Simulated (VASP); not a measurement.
# HfC (P6_3/mmc) in VASP: a series of runs, part 2 of 2

VASP 6.6.1.

### Step 3. Single point, r2SCAN

This run uses another cell than the first one, of 13.09 Å³/atom, 1.020 times its volume.

Input file POSCAR:

```
HfC
1.0
    3.3868561774      0.0000000000      0.0000000000
   -1.6934280887      2.9331034886      0.0000000000
    0.0000000000      0.0000000000      5.2711786145
Hf C
2 2
Direct
    0.3333333333      0.6666666667      0.2500000000
    0.6666666667      0.3333333333      0.7500000000
    0.0000000000      0.0000000000      0.5000000000
    0.0000000000      0.0000000000      0.0000000000
```

Input file INCAR.step1:

```
SYSTEM = HfC
PREC = Accurate
ENCUT = 520
ISMEAR = -1
SIGMA = 0.05
LREAL = .False.
LASPH = .True.
NELM = 60
NBANDS = 22
GGA = PE
ALGO = Normal
EDIFF = 1E-4
LWAVE = .True.
LCHARG = .False.
```

Input file INCAR.step2:

```
SYSTEM = HfC
PREC = Accurate
ENCUT = 520
EDIFF = 1E-6
ISMEAR = -1
SIGMA = 0.05
LREAL = .False.
LASPH = .True.
NELM = 60
ALGO = Normal
ISIF = 2
LWAVE = .False.
LCHARG = .True.
METAGGA = R2SCAN
LMIXTAU = .True.
LELF = .True.
LVHAR = .True.
NBANDS = 22
ISTART = 1
```

Input file KPOINTS:

```
Automatic mesh
0
Gamma
  9 9 5
  0 0 0
```

Potentials or basis: VASP PAW PBE potentials, release 64 (Hf_pv, C).

Launch:

```
> cat potpaw_PBE.64/Hf_pv/POTCAR potpaw_PBE.64/C/POTCAR > POTCAR
> cp INCAR.step1 INCAR
> mpirun -np 1 vasp_std > vasp.out
> cp INCAR.step2 INCAR
> mpirun -np 1 vasp_std > vasp.out
```

OUTCAR:

```text
SYSTEM = HfC
   PREC = Accurate
   ENCUT = 520
   EDIFF = 1E-6
   ISMEAR = -1
   LREAL = .False.
   LASPH = .True.
   NELM = 60
   ISIF = 2
   METAGGA = R2SCAN
   ISTART = 1

 ion  position               nearest neighbor table
   1  0.333  0.667  0.250-   3 2.36   4 2.36   3 2.36   4 2.36   3 2.36   4 2.36   2 3.28   2 3.28
                             2 3.28   2 3.28   2 3.28   2 3.28
   2  0.667  0.333  0.750-   3 2.36   4 2.36   3 2.36   4 2.36   3 2.36   4 2.36   1 3.28   1 3.28
                             1 3.28   1 3.28   1 3.28   1 3.28
   3  0.000  0.000  0.500-   1 2.36   2 2.36   2 2.36   1 2.36   2 2.36   1 2.36
   4  0.000  0.000  0.000-   1 2.36   2 2.36   2 2.36   1 2.36   2 2.36   1 2.36

  LATTYP: Found a hexagonal cell.
 ALAT       =     3.3868561774
 C/A-ratio  =     1.5563632875

  Lattice vectors:

 A1 = (   3.3868561774,   0.0000000000,   0.0000000000)
 A2 = (  -1.6934280887,   2.9331034886,   0.0000000000)
 A3 = (   0.0000000000,   0.0000000000,   5.2711786145)

Analysis of symmetry for initial positions (statically):
[... 172 lines left out ...]
  ---------------------------------------------------
  ext. energy  EPLUGINS =         0.00000000
  ---------------------------------------------------
  free energy    TOTEN  =      -113.61160627 eV

  energy without entropy =     -113.60796085  energy(sigma->0) =     -113.60978356

 E-fermi :   6.1344     XC(G=0): -12.9217

 val. band max:        6.0922199458   @ k =   0.0000   0.0000   0.2000
 cond. band min:       6.2832780914   @ k =   0.1111   0.1111   0.2000
 fundamental gap:      0.1910581456
 Fermi energy:         6.1343592539

 k-point     1 :       0.0000    0.0000    0.0000
  band No.  band energies     occupation
      1     -25.8424      2.00000
      2     -25.3413      2.00000
      3     -25.3413      2.00000
      4     -25.2645      2.00000
      5     -25.2645      2.00000
      6     -25.1949      2.00000
[... 589 lines left out ...]
     21      13.9387      0.00000
     22      13.9387      0.00000

 [... further k-points ...]
[... 5 lines left out ...]
  --------------------------------------------------------------------------------------
  -------------------------------------------------------------------------------------
  Total       -4.7068237     -4.7068237     -2.6347963      0.0000000      0.0000000      0.0000000
  in kB     -144.0146389   -144.0146389    -80.6168382      0.0000000      0.0000000      0.0000000
  external PRESSURE =    -122.8820386 kB  Pullay stress =       0.0000000 kB

 VOLUME and BASIS-vectors are now :
 -----------------------------------------------------------------------------
  energy-cutoff  :      520.00
  volume of cell :       52.36
      direct lattice vectors                 reciprocal lattice vectors
     3.386856177  0.000000000  0.000000000     0.295259068  0.170467903  0.000000000
    -1.693428089  2.933103489  0.000000000     0.000000000  0.340935805  0.000000000
     0.000000000  0.000000000  5.271178615     0.000000000  0.000000000  0.189710893

 POSITION                                       TOTAL-FORCE (eV/Angst)
 -----------------------------------------------------------------------------------
     -0.00000      1.95540      1.31779         0.000000      0.000000      0.000000
      1.69343      0.97770      3.95338        -0.000000     -0.000000      0.000000
      0.00000      0.00000      2.63559         0.000000      0.000000      0.000000
      0.00000      0.00000      0.00000        -0.000000      0.000000      0.000000
 -----------------------------------------------------------------------------------
    total drift:                               -0.000000      0.000000     -0.000000

  FREE ENERGIE OF THE ION-ELECTRON SYSTEM (eV)
  ---------------------------------------------------
  free  energy   TOTEN  =      -113.6116062691 eV

  energy  without entropy=     -113.6079608490  energy(sigma->0) =     -113.60978356
```

OUTCAR.step1:

```text
SYSTEM = HfC
   PREC = Accurate
   ENCUT = 520
   ISMEAR = -1
   LREAL = .False.
   LASPH = .True.
   NELM = 60
[... 832 lines left out ...]
      1.69343      0.97770      3.95338        -0.000000     -0.000000      0.000000
      0.00000      0.00000      2.63559         0.000000      0.000000      0.000000
      0.00000      0.00000      0.00000         0.000000      0.000000      0.000000
 -----------------------------------------------------------------------------------
    total drift:                               -0.000000      0.000000     -0.000000

  FREE ENERGIE OF THE ION-ELECTRON SYSTEM (eV)
  ---------------------------------------------------
  free  energy   TOTEN  =       -41.2192835553 eV

  energy  without entropy=      -41.2148248854  energy(sigma->0) =      -41.21705422
```

OSZICAR.step1:

```text
N       E                     dE             d eps       ncg     rms          rms(c)
DAV:   1     0.841526828804E+02    0.84153E+02   -0.15560E+04  1584   0.125E+03
DAV:   2    -0.415803269912E+02   -0.12573E+03   -0.11933E+03  1986   0.281E+02
DAV:   3    -0.472360841153E+02   -0.56558E+01   -0.55879E+01  2068   0.430E+01
DAV:   4    -0.472992912444E+02   -0.63207E-01   -0.63108E-01  1950   0.495E+00
DAV:   5    -0.473000775152E+02   -0.78627E-03   -0.78612E-03  2192   0.476E-01    0.698E+01
DAV:   6    -0.416079608985E+02    0.56921E+01   -0.50372E+01  1894   0.238E+01    0.530E+01
DAV:   7    -0.412753721718E+02    0.33259E+00   -0.35611E+00  1822   0.848E+00    0.284E+01
DAV:   8    -0.412512073672E+02    0.24165E-01   -0.21258E-01  1940   0.308E+00    0.644E+00
DAV:   9    -0.412226993149E+02    0.28508E-01   -0.24153E-01  1864   0.175E+00    0.360E+00
DAV:  10    -0.412201861792E+02    0.25131E-02   -0.82443E-03  2022   0.512E-01    0.995E-01
DAV:  11    -0.412193016602E+02    0.88452E-03   -0.39749E-03  1904   0.251E-01    0.341E-01
DAV:  12    -0.412192835553E+02    0.18105E-04   -0.21038E-04  1682   0.660E-02
   1 F= -.41219284E+02 E0= -.41217054E+02  d E =-.445867E-02
```

It took 2.6 min on 1 thread of Intel Xeon Platinum 8375C at 2.90GHz (Ice Lake), shared host; peak memory 0.2 GiB.

Results:

```yaml
Free_energy: -113.6116 eV
Pressure: -12.3 GPa
Band_gap_on_the_k_mesh: zero (band 14 reaches 7.34 eV, above the bottom of band 15 at 6.06 eV)
```

Caveat: the PAW data sets were made with another functional, which shifts forces and pressure a little; spin-orbit coupling is left out, which moves the levels of the heavy elements.

### Step 4. Single point, r2SCAN

This run uses another cell than the first one, of 13.34 Å³/atom, 1.039 times its volume.

Input file POSCAR:

```
HfC
1.0
    3.4084290914      0.0000000000      0.0000000000
   -1.7042145456      2.9517861801      0.0000000000
    0.0000000000      0.0000000000      5.3047539058
Hf C
2 2
Direct
    0.3333333333      0.6666666667      0.2500000000
    0.6666666667      0.3333333333      0.7500000000
    0.0000000000      0.0000000000      0.5000000000
    0.0000000000      0.0000000000      0.0000000000
```

Input file INCAR.step1:

```
SYSTEM = HfC
ALGO = Normal
EDIFF = 1E-4
ENCUT = 520
GGA = PE
ISMEAR = -1
LASPH = .True.
LCHARG = .False.
LREAL = .False.
LWAVE = .True.
NBANDS = 22
NELM = 80
PREC = Accurate
SIGMA = 0.05
```

Input file INCAR.step2:

```
SYSTEM = HfC
ALGO = Normal
EDIFF = 1E-7
ENCUT = 520
ISIF = 2
ISMEAR = -1
ISTART = 1
LASPH = .True.
LCHARG = .False.
LMIXTAU = .True.
LREAL = .False.
LWAVE = .False.
METAGGA = R2SCAN
NBANDS = 22
NELM = 80
PREC = Accurate
SIGMA = 0.05
```

Input file KPOINTS:

```
k-points
0
Gamma
  9 9 5
  0 0 0
```

Potentials or basis: VASP PAW PBE potentials, release 64 (Hf_pv, C).

Launch:

```
> cat potpaw_PBE.64/Hf_pv/POTCAR potpaw_PBE.64/C/POTCAR > POTCAR
> cp INCAR.step1 INCAR
> mpirun -np 1 vasp_std > vasp.out
> cp INCAR.step2 INCAR
> mpirun -np 1 vasp_std > vasp.out
```

OUTCAR:

```text
SYSTEM = HfC
   EDIFF = 1E-7
   ENCUT = 520
   ISIF = 2
   ISMEAR = -1
   ISTART = 1
   LASPH = .True.
   LREAL = .False.
   METAGGA = R2SCAN
   NELM = 80
   PREC = Accurate

 ion  position               nearest neighbor table
   1  0.333  0.667  0.250-   3 2.37   4 2.37   3 2.37   4 2.37   3 2.37   4 2.37   2 3.30   2 3.30
                             2 3.30   2 3.30   2 3.30   2 3.30
   2  0.667  0.333  0.750-   3 2.37   4 2.37   3 2.37   4 2.37   3 2.37   4 2.37   1 3.30   1 3.30
                             1 3.30   1 3.30   1 3.30   1 3.30
   3  0.000  0.000  0.500-   1 2.37   2 2.37   1 2.37   2 2.37   2 2.37   1 2.37
   4  0.000  0.000  0.000-   1 2.37   2 2.37   1 2.37   2 2.37   2 2.37   1 2.37

  LATTYP: Found a hexagonal cell.
[... 803 lines left out ...]
  -------------------------------------------------------------------------------------
  Total       -6.0192783     -6.0192783     -3.8572207     -0.0000000      0.0000000     -0.0000000
  in kB     -180.6968602   -180.6968602   -115.7925634     -0.0000000      0.0000000     -0.0000000
  external PRESSURE =    -159.0620946 kB  Pullay stress =       0.0000000 kB

 VOLUME and BASIS-vectors are now :
 -----------------------------------------------------------------------------
  energy-cutoff  :      520.00
  volume of cell :       53.37
      direct lattice vectors                 reciprocal lattice vectors
     3.408429091  0.000000000  0.000000000     0.293390290  0.169388963  0.000000000
    -1.704214546  2.951786180  0.000000000     0.000000000  0.338777926  0.000000000
     0.000000000  0.000000000  5.304753906     0.000000000  0.000000000  0.188510159

 POSITION                                       TOTAL-FORCE (eV/Angst)
 -----------------------------------------------------------------------------------
     -0.00000      1.96786      1.32619         0.000000     -0.000000      0.000000
      1.70421      0.98393      3.97857        -0.000000      0.000000      0.000000
      0.00000      0.00000      2.65238        -0.000000      0.000000      0.000000
      0.00000      0.00000      0.00000        -0.000000      0.000000      0.000000
 -----------------------------------------------------------------------------------
    total drift:                                0.000000     -0.000000      0.000000

  FREE ENERGIE OF THE ION-ELECTRON SYSTEM (eV)
  ---------------------------------------------------
  free  energy   TOTEN  =      -113.5233022791 eV

  energy  without entropy=     -113.5196811787  energy(sigma->0) =     -113.52149173
```

Wall time 4.4 min (1 thread of Intel Xeon Platinum 8375C at 2.90GHz (Ice Lake), shared host); peak memory 0.2 GiB.

Results:

* Free energy: -113.5233 eV
* Pressure: -15.9 GPa
* Band gap on the k mesh: zero (band 14 reaches 7.18 eV, above the bottom of band 15 at 5.91 eV)

Stress tensor (GPa, compression positive):
```
-18.07   0.00   0.00
  0.00 -18.07   0.00
  0.00   0.00 -11.58
```

Caveat: the PAW data sets were made with another functional, which shifts forces and pressure a little; spin-orbit coupling is left out, which moves the levels of the heavy elements.

### Step 5. Summary

| cell | gap on the mesh (eV) | pressure (GPa) |
| --- | --- | --- |
| a = 3.365, b = 3.365, c = 5.237 Å, angles 90.0, 90.0, 120.0°, 4 atoms | none | -8.3 |
| a = 3.387, b = 3.387, c = 5.271 Å, angles 90.0, 90.0, 120.0°, 4 atoms | none | -12.3 |
| a = 3.408, b = 3.408, c = 5.305 Å, angles 90.0, 90.0, 120.0°, 4 atoms | none | -15.9 |

Alike in all rows: task single point; level r2SCAN; potentials or basis VASP PAW PBE potentials, release 64 (Hf_pv, C); no spin polarisation; k mesh 9 × 9 × 5; cutoff (eV) 520; smearing fermi-dirac 0.05 eV.

Caveats: the PAW data sets were made with another functional, which shifts forces and pressure a little; spin-orbit coupling is left out, which moves the levels of the heavy elements.

Total energies depend on the potentials used, so only differences within one code and one set of settings carry meaning.
